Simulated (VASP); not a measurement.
# Pt (P6_3/mmc) in VASP: a series of runs, part 2 of 2

VASP 6.6.1.

## (4) Single point, r2SCAN

File POSCAR:

```
Pt
1.0
    2.7606660000      0.0000000000      0.0000000000
   -1.3803330000      2.3908070000      0.0000000000
    0.0000000000      0.0000000000      4.7921340000
Pt
2
Direct
    0.6666666667      0.3333333333      0.7500000000
    0.3333333333      0.6666666667      0.2500000000
```

File INCAR.step1:

```
PREC = Accurate
ENCUT = 550
ISMEAR = -1
SIGMA = 0.1
LREAL = F
LASPH = T
NELM = 120
NBANDS = 17
GGA = PE
ALGO = Normal
EDIFF = 1E-5
LWAVE = T
LCHARG = F
GGA_COMPAT = F
```

File INCAR.step2:

```
PREC = Accurate
ENCUT = 550
EDIFF = 1E-6
ISMEAR = -1
SIGMA = 0.1
LREAL = F
LASPH = T
NELM = 120
ALGO = Normal
ISIF = 2
LWAVE = F
LCHARG = F
METAGGA = R2SCAN
LMIXTAU = T
NBANDS = 17
ISTART = 1
GGA_COMPAT = F
```

File KPOINTS:

```
regular mesh
0
Gamma
  6 6 3
```

Potentials or basis: VASP PAW PBE potentials, release 64 (Pt).

Command:

```console
$ cat potpaw_PBE.64/Pt/POTCAR > POTCAR
$ cp INCAR.step1 INCAR
$ mpirun -np 1 vasp_std > vasp.out
$ cp INCAR.step2 INCAR
$ mpirun -np 1 vasp_std > vasp.out
```

OUTCAR:

```text
PREC = Accurate
   ENCUT = 550
   EDIFF = 1E-6
   ISMEAR = -1
   LREAL = F
   LASPH = T
   NELM = 120
   ISIF = 2
   METAGGA = R2SCAN
   ISTART = 1

 ion  position               nearest neighbor table
   1  0.667  0.333  0.750-   2 2.88   2 2.88   2 2.88   2 2.88   2 2.88   2 2.88
   2  0.333  0.667  0.250-   1 2.88   1 2.88   1 2.88   1 2.88   1 2.88   1 2.88

  LATTYP: Found a hexagonal cell.
 ALAT       =     2.7606660000
 C/A-ratio  =     1.7358615638

  Lattice vectors:

 A1 = (   2.7606660000,   0.0000000000,   0.0000000000)
 A2 = (  -1.3803330000,   2.3908070000,   0.0000000000)
 A3 = (   0.0000000000,   0.0000000000,   4.7921340000)

Analysis of symmetry for initial positions (statically):
=====================================================================
 Subroutine PRICEL returns:
 Original cell was already a primitive cell.

 Routine SETGRP: Setting up the symmetry group for a
 hexagonal supercell.

 Subroutine GETGRP returns: Found 24 space group operations
 (whereof 12 operations were pure point group operations)
 out of a pool of 24 trial point group operations.

The static configuration has the point symmetry D_3d.
 The point group associated with its full space group is D_6h.

Analysis of symmetry for dynamics (positions and initial velocities):
=====================================================================
 Subroutine PRICEL returns:
 Original cell was already a primitive cell.

 Routine SETGRP: Setting up the symmetry group for a
 hexagonal supercell.

 Subroutine GETGRP returns: Found 24 space group operations
 (whereof 12 operations were pure point group operations)
 out of a pool of 24 trial point group operations.

The dynamic configuration has the point symmetry D_3d.
[... 101 lines left out ...]
   NUPDOWN=      -1.0000    fix difference up-down
   EMIN   =  10.00;   EMAX   =-10.00  energy-range for DOS
   EFERMI =   0.00;   METHOD = LEGACY
   ISMEAR =    -1;   SIGMA  =   0.10  broadening in eV -4-tet -1-fermi 0-gaus
   EFERMI_NEDOS =   21; number of points for ismear=-14 and -15
   IALGO  =     38    algorithm
   IMIX   =      4    mixing-type and parameters
     AMIX     =   0.40;   BMIX     =  1.00
     AMIX_MAG =   1.60;   BMIX_MAG =  1.00
  volume/ion in A,a.u.               =      15.81       106.72
  Fermi-wavevector in a.u.,A,eV,Ry     =   1.405149  2.655347 26.863938  1.974444
  Thomas-Fermi vector in A             =   2.527639
   LORBIT       =      0    0 simple, 1 ext, 2 COOP (PROOUT), +10 PAW based schemes
   METAGGA = R2SCAN    functional components
   LHFCALC =     F    Hartree Fock is set to
   AEXX    =    0.0000 exact exchange contribution
   IVDW    =     0    specifies the selected vdW correction
   LEPSILON=     F    determine dielectric tensor
   LRPA    =     F    only Hartree local field effects (RPA)
 non-spin polarized calculation
  energy-cutoff  :      550.00
  volume of cell :       31.63
 maximum number of plane-waves:       937
 NGX is ok and might be reduce to    24
   NGX = 11   NGY = 11   NGZ = 19

 number of electron      20.0000003 magnetization

 Free energy of the ion-electron system (eV)
  ---------------------------------------------------
  ext. energy  EPLUGINS =         0.00000000
  ---------------------------------------------------
  free energy    TOTEN  =      -103.07012746 eV

  energy without entropy =     -103.00070067  energy(sigma->0) =     -103.03541407

 E-fermi :  10.0807     XC(G=0): -14.2855

 val. band max:       10.0353924496   @ k =   0.5000   0.0000   0.0000
 cond. band min:      10.1248023417   @ k =   0.5000   0.0000   0.3333
 fundamental gap:      0.0894098921
 Fermi energy:        10.0807276554

 k-point     1 :       0.0000    0.0000    0.0000
  band No.  band energies     occupation
      1       0.1793      2.00000
      2       2.8497      2.00000
      3       6.0338      2.00000
      4       6.6078      2.00000
      5       6.6078      2.00000
      6       6.9800      2.00000
[... 257 lines left out ...]
      4       5.7637      2.00000
      5       6.3739      2.00000
      6       6.3739      2.00000
[... 9 lines left out ...]
     16      20.7074      0.00000
     17      27.4679      0.00000

------------------------ aborting loop because EDIFF is reached ----------------------------------------

  FORCE on cell =-STRESS in cart. coord.  units (eV):
  Direction    XX          YY          ZZ          XY          YZ          ZX
  --------------------------------------------------------------------------------------
  -------------------------------------------------------------------------------------
  Total       -1.2822311     -1.2822312     -1.5116805      0.0000000     -0.0000000      0.0000000
  in kB      -64.9515539    -64.9515600    -76.5743376      0.0000000     -0.0000000      0.0000000
  external PRESSURE =     -68.8258172 kB  Pullay stress =       0.0000000 kB

 VOLUME and BASIS-vectors are now :
 -----------------------------------------------------------------------------
  energy-cutoff  :      550.00
  volume of cell :       31.63
      direct lattice vectors                 reciprocal lattice vectors
     2.760666000  0.000000000  0.000000000     0.362231433  0.209134405  0.000000000
    -1.380333000  2.390807000  0.000000000     0.000000000  0.418268810  0.000000000
     0.000000000  0.000000000  4.792134000     0.000000000  0.000000000  0.208675300

 POSITION                                       TOTAL-FORCE (eV/Angst)
 -----------------------------------------------------------------------------------
      1.38033      0.79694      3.59410        -0.000000      0.000000      0.000000
     -0.00000      1.59387      1.19803         0.000000     -0.000000      0.000000
 -----------------------------------------------------------------------------------
    total drift:                               -0.000000      0.000000     -0.000000

  FREE ENERGIE OF THE ION-ELECTRON SYSTEM (eV)
  ---------------------------------------------------
  free  energy   TOTEN  =      -103.0701274610 eV

  energy  without entropy=     -103.0007006746  energy(sigma->0) =     -103.03541407
```

OUTCAR.step1:

```text
PREC = Accurate
   ENCUT = 550
   ISMEAR = -1
   LREAL = F
   LASPH = T
   NELM = 120
[... 489 lines left out ...]
 -----------------------------------------------------------------------------------
      1.38033      0.79694      3.59410         0.000000     -0.000000      0.000000
     -0.00000      1.59387      1.19803        -0.000000      0.000000      0.000000
 -----------------------------------------------------------------------------------
    total drift:                               -0.000000      0.000000     -0.000000

  FREE ENERGIE OF THE ION-ELECTRON SYSTEM (eV)
  ---------------------------------------------------
  free  energy   TOTEN  =       -12.2854277262 eV

  energy  without entropy=      -12.2090185817  energy(sigma->0) =      -12.24722315
```

OSZICAR.step1:

```text
N       E                     dE             d eps       ncg     rms          rms(c)
DAV:   1     0.104141071695E+03    0.10414E+03   -0.10994E+04   476   0.119E+03
DAV:   2    -0.111494661989E+02   -0.11529E+03   -0.10847E+03   493   0.247E+02
DAV:   3    -0.130224856528E+02   -0.18730E+01   -0.18539E+01   569   0.319E+01
DAV:   4    -0.130327134667E+02   -0.10228E-01   -0.10225E-01   560   0.244E+00
DAV:   5    -0.130328203077E+02   -0.10684E-03   -0.10684E-03   585   0.259E-01    0.158E+01
DAV:   6    -0.123500158781E+02    0.68280E+00   -0.11057E+00   534   0.940E+00    0.840E+00
DAV:   7    -0.122912088756E+02    0.58807E-01   -0.14708E-01   544   0.340E+00    0.304E+00
DAV:   8    -0.122855721952E+02    0.56367E-02   -0.91215E-03   542   0.724E-01    0.480E-01
DAV:   9    -0.122854155209E+02    0.15667E-03   -0.16103E-04   558   0.115E-01    0.405E-02
DAV:  10    -0.122854277898E+02   -0.12269E-04   -0.65127E-06   352   0.252E-02    0.913E-03
DAV:  11    -0.122854277262E+02    0.63580E-07   -0.34516E-07   251   0.483E-03
   1 F= -.12285428E+02 E0= -.12247223E+02  d E =-.764091E-01
```

Run time: 64 s. Hardware: 1 thread of AMD EPYC 7R13, shared host; peak memory 0.14 GiB.

What came out:

| Quantity | Value |
| --- | --- |
| Free energy | -103.0701 eV |
| Pressure | -6.9 GPa |
| Band gap on the k mesh | zero (band 10 reaches 10.65 eV, above the bottom of band 11 at 9.56 eV) |

Stress tensor (GPa, compression positive):
```
-6.50  0.00  0.00
 0.00 -6.50  0.00
 0.00  0.00 -7.66
```

Caveat: the k points lie up to 0.44 Å⁻¹ apart; the PAW data sets were made with another functional, which shifts forces and pressure a little; spin-orbit coupling is left out, which moves the levels of the heavy elements.

## (5) Single point, r2SCAN

POSCAR is that of step 4.

File INCAR.step1:

```
SYSTEM = Pt
ALGO = Normal ; EDIFF = 1E-5
ENCUT = 550 ; GGA = PE
GGA_COMPAT = .False. ; ISMEAR = -1
LASPH = .True. ; LCHARG = .False.
LREAL = .False. ; LWAVE = .True.
NBANDS = 17 ; NELM = 120
PREC = Accurate ; SIGMA = 0.1
```

File INCAR.step2:

```
SYSTEM = Pt
ALGO = Normal ; EDIFF = 1E-6
ENCUT = 550 ; GGA_COMPAT = .False.
ISIF = 2 ; ISMEAR = -1
ISTART = 1 ; LASPH = .True.
LCHARG = .True. ; LELF = .True.
LMIXTAU = .True. ; LREAL = .False.
LVHAR = .True. ; LWAVE = .False.
METAGGA = R2SCAN ; NBANDS = 17
NELM = 120 ; PREC = Accurate
SIGMA = 0.1
```

File KPOINTS:

```
k-points
0
Gamma
  7 7 4
  0 0 0
```

Command:

```console
$ cat potpaw_PBE.64/Pt/POTCAR > POTCAR
$ cp INCAR.step1 INCAR
$ mpirun -np 1 vasp_std > vasp.out
$ cp INCAR.step2 INCAR
$ mpirun -np 1 vasp_std > vasp.out
```

Wall time 1.9 min (1 thread of AMD EPYC 7R13, shared host); peak memory 0.14 GiB.

The run converged. Its results:

- Free energy: -102.8993 eV
- Pressure: -5.2 GPa
- Band gap on the k mesh: zero (band 10 reaches 10.36 eV, above the bottom of band 11 at 9.25 eV)

Stress tensor (GPa, compression positive):
```
-6.64  0.00  0.00
 0.00 -6.64  0.00
 0.00  0.00 -2.44
```

Levels at points of the mesh, in eV from the Fermi level:
| k point | band 8 | band 9 | band 10 | band 11 | band 12 | band 13 |
| --- | --- | --- | --- | --- | --- | --- |
| (0.00, 0.00, 0.00) | -1.93 | -1.93 | -0.54 | -0.30 | -0.30 | 4.90 |
| (0.00, 0.00, 0.50) | -3.58 | -0.89 | -0.89 | -0.89 | -0.89 | 12.52 |

Caveat: the k points lie up to 0.38 Å⁻¹ apart; the PAW data sets were made with another functional, which shifts forces and pressure a little; spin-orbit coupling is left out, which moves the levels of the heavy elements.

## (6) Single point, r2SCAN

POSCAR is that of step 5.

File INCAR.step1:

```
SYSTEM = Pt
PREC = Accurate ; ENCUT = 550
ISMEAR = -1 ; SIGMA = 0.1
LREAL = .False. ; LASPH = .True.
NELM = 120 ; NBANDS = 17
GGA = PE ; ALGO = Normal
EDIFF = 1E-5 ; LWAVE = .True.
LCHARG = .False. ; GGA_COMPAT = .False.
```

File INCAR.step2:

```
SYSTEM = Pt
PREC = Accurate ; ENCUT = 550
EDIFF = 1E-6 ; ISMEAR = -1
SIGMA = 0.1 ; LREAL = .False.
LASPH = .True. ; NELM = 120
ALGO = Normal ; ISIF = 2
LWAVE = .False. ; LCHARG = .True.
METAGGA = R2SCAN ; LMIXTAU = .True.
LELF = .True. ; LVHAR = .True.
NBANDS = 17 ; ISTART = 1
GGA_COMPAT = .False.
```

File KPOINTS:

```
Automatic mesh
0
Gamma
  8 8 4
  0 0 0
```

Potentials or basis: VASP PAW PBE potentials, release 64 (Pt).

Command:

```console
$ cat potpaw_PBE.64/Pt/POTCAR > POTCAR
$ cp INCAR.step1 INCAR
$ mpirun -np 1 vasp_std > vasp.out
$ cp INCAR.step2 INCAR
$ mpirun -np 1 vasp_std > vasp.out
```

OUTCAR:

```text
SYSTEM = Pt
   PREC = Accurate
   ENCUT = 550
   EDIFF = 1E-6
   ISMEAR = -1
   LREAL = .False.
   LASPH = .True.
   NELM = 120
   ISIF = 2
   METAGGA = R2SCAN
   ISTART = 1

 ion  position               nearest neighbor table
   1  0.667  0.333  0.750-   2 2.88   2 2.88   2 2.88   2 2.88   2 2.88   2 2.88
   2  0.333  0.667  0.250-   1 2.88   1 2.88   1 2.88   1 2.88   1 2.88   1 2.88

  LATTYP: Found a hexagonal cell.
 ALAT       =     2.7606660000
 C/A-ratio  =     1.7358615638

  Lattice vectors:

 A1 = (   2.7606660000,   0.0000000000,   0.0000000000)
 A2 = (  -1.3803330000,   2.3908070000,   0.0000000000)
 A3 = (   0.0000000000,   0.0000000000,   4.7921340000)

Analysis of symmetry for initial positions (statically):
=====================================================================
 Subroutine PRICEL returns:
 Original cell was already a primitive cell.

 Routine SETGRP: Setting up the symmetry group for a
 hexagonal supercell.

 Subroutine GETGRP returns: Found 24 space group operations
 (whereof 12 operations were pure point group operations)
 out of a pool of 24 trial point group operations.

The static configuration has the point symmetry D_3d.
 The point group associated with its full space group is D_6h.

Analysis of symmetry for dynamics (positions and initial velocities):
=====================================================================
 Subroutine PRICEL returns:
 Original cell was already a primitive cell.

 Routine SETGRP: Setting up the symmetry group for a
 hexagonal supercell.

 Subroutine GETGRP returns: Found 24 space group operations
 (whereof 12 operations were pure point group operations)
 out of a pool of 24 trial point group operations.

The dynamic configuration has the point symmetry D_3d.
 The point group associated with its full space group is D_6h.

 Subroutine INISYM returns: Found 24 space group operations
 (whereof 12 operations are pure point group operations),
 and found     1 'primitive' translations
[... 112 lines left out ...]
   IALGO  =     38    algorithm
   IMIX   =      4    mixing-type and parameters
     AMIX     =   0.40;   BMIX     =  1.00
     AMIX_MAG =   1.60;   BMIX_MAG =  1.00
  volume/ion in A,a.u.               =      15.81       106.72
  Fermi-wavevector in a.u.,A,eV,Ry     =   1.405149  2.655347 26.863938  1.974444
  Thomas-Fermi vector in A             =   2.527639
   LORBIT       =      0    0 simple, 1 ext, 2 COOP (PROOUT), +10 PAW based schemes
   METAGGA = R2SCAN    functional components
   LHFCALC =     F    Hartree Fock is set to
   AEXX    =    0.0000 exact exchange contribution
   IVDW    =     0    specifies the selected vdW correction
   LEPSILON=     F    determine dielectric tensor
   LRPA    =     F    only Hartree local field effects (RPA)
 non-spin polarized calculation
  energy-cutoff  :      550.00
  volume of cell :       31.63
 maximum number of plane-waves:       937
 NGX is ok and might be reduce to    24
   NGX = 11   NGY = 11   NGZ = 19

 number of electron      20.0000003 magnetization

 Free energy of the ion-electron system (eV)
  ---------------------------------------------------
  ext. energy  EPLUGINS =         0.00000000
  ---------------------------------------------------
  free energy    TOTEN  =      -102.87509126 eV

  energy without entropy =     -102.76132068  energy(sigma->0) =     -102.81820597

 E-fermi :  10.0776     XC(G=0): -14.2906

 val. band max:       10.0764308904   @ k =   0.3750   0.1250   0.5000
 cond. band min:      10.0988764242   @ k =   0.2500   0.1250   0.0000
 fundamental gap:      0.0224455338
 Fermi energy:        10.0775906659

 k-point     1 :       0.0000    0.0000    0.0000
  band No.  band energies     occupation
      1       0.1742      2.00000
      2       2.8381      2.00000
      3       6.0529      2.00000
      4       6.5842      2.00000
      5       6.5842      2.00000
      6       6.9555      2.00000
[... 457 lines left out ...]
      4       4.9175      2.00000
      5       8.2229      2.00000
      6       8.2229      2.00000
[... 9 lines left out ...]
     16      24.9875      0.00000
     17      27.6270      0.00000

 [... further k-points ...]

------------------------ aborting loop because EDIFF is reached ----------------------------------------

  FORCE on cell =-STRESS in cart. coord.  units (eV):
  Direction    XX          YY          ZZ          XY          YZ          ZX
  --------------------------------------------------------------------------------------
  -------------------------------------------------------------------------------------
  Total       -0.8756646     -0.8756647     -1.3386505      0.0000000      0.0000000      0.0000000
  in kB      -44.3568847    -44.3568889    -67.8094833      0.0000000      0.0000000      0.0000000
  external PRESSURE =     -52.1744190 kB  Pullay stress =       0.0000000 kB

 VOLUME and BASIS-vectors are now :
 -----------------------------------------------------------------------------
  energy-cutoff  :      550.00
  volume of cell :       31.63
      direct lattice vectors                 reciprocal lattice vectors
     2.760666000  0.000000000  0.000000000     0.362231433  0.209134405  0.000000000
    -1.380333000  2.390807000  0.000000000     0.000000000  0.418268810  0.000000000
     0.000000000  0.000000000  4.792134000     0.000000000  0.000000000  0.208675300

 POSITION                                       TOTAL-FORCE (eV/Angst)
 -----------------------------------------------------------------------------------
      1.38033      0.79694      3.59410         0.000000      0.000000      0.000000
     -0.00000      1.59387      1.19803        -0.000000     -0.000000      0.000000
 -----------------------------------------------------------------------------------
    total drift:                               -0.000000      0.000000     -0.000000

  FREE ENERGIE OF THE ION-ELECTRON SYSTEM (eV)
  ---------------------------------------------------
  free  energy   TOTEN  =      -102.8750912625 eV

  energy  without entropy=     -102.7613206847  energy(sigma->0) =     -102.81820597
```

OSZICAR.step1:

```text
N       E                     dE             d eps       ncg     rms          rms(c)
DAV:   1     0.106418541154E+03    0.10642E+03   -0.10752E+04  1020   0.118E+03
DAV:   2    -0.107637202944E+02   -0.11718E+03   -0.11150E+03  1119   0.251E+02
DAV:   3    -0.128396334276E+02   -0.20759E+01   -0.20381E+01  1229   0.327E+01
DAV:   4    -0.128498460156E+02   -0.10213E-01   -0.10211E-01  1201   0.245E+00
DAV:   5    -0.128499487887E+02   -0.10277E-03   -0.10277E-03  1265   0.254E-01    0.162E+01
DAV:   6    -0.121727963565E+02    0.67715E+00   -0.10884E+00  1046   0.925E+00    0.863E+00
DAV:   7    -0.121079579139E+02    0.64838E-01   -0.18661E-01  1186   0.382E+00    0.298E+00
DAV:   8    -0.121014378218E+02    0.65201E-02   -0.18487E-02  1090   0.109E+00    0.707E-01
DAV:   9    -0.121011466252E+02    0.29120E-03   -0.20406E-04  1157   0.118E-01    0.262E-02
DAV:  10    -0.121011577154E+02   -0.11090E-04   -0.52178E-06   755   0.184E-02    0.112E-02
DAV:  11    -0.121011587932E+02   -0.10778E-05   -0.92188E-07   535   0.723E-03
   1 F= -.12101159E+02 E0= -.12040509E+02  d E =-.121299E+00
```

It took 2.1 min on 1 thread of AMD EPYC 7R13, shared host; peak memory 0.14 GiB.

Results:

```
Free energy            : -102.8751 eV
Pressure               : -5.2 GPa
Band gap on the k mesh : zero (band 10 reaches 10.62 eV, above the bottom of band 11 at 9.24 eV)
```

Caveat: the PAW data sets were made with another functional, which shifts forces and pressure a little; spin-orbit coupling is left out, which moves the levels of the heavy elements.

## (7) Overview

```tsv
k mesh	gap on the mesh (eV)	pressure (GPa)
4 × 4 × 2	none	-6.9
5 × 5 × 3	none	-4.1
6 × 6 × 3	none	-6.9
7 × 7 × 4	none	-5.2
8 × 8 × 4	none	-5.2
```

Alike in all rows: task single point; level r2SCAN; potentials or basis VASP PAW PBE potentials, release 64 (Pt); no spin polarisation; cell as given; cutoff (eV) 550; smearing fermi-dirac 0.1 eV.

Caveats: some runs use coarse meshes; the PAW data sets were made with another functional, which shifts forces and pressure a little; spin-orbit coupling is left out, which moves the levels of the heavy elements.

Absolute energies hang on the potentials; compare differences alone.
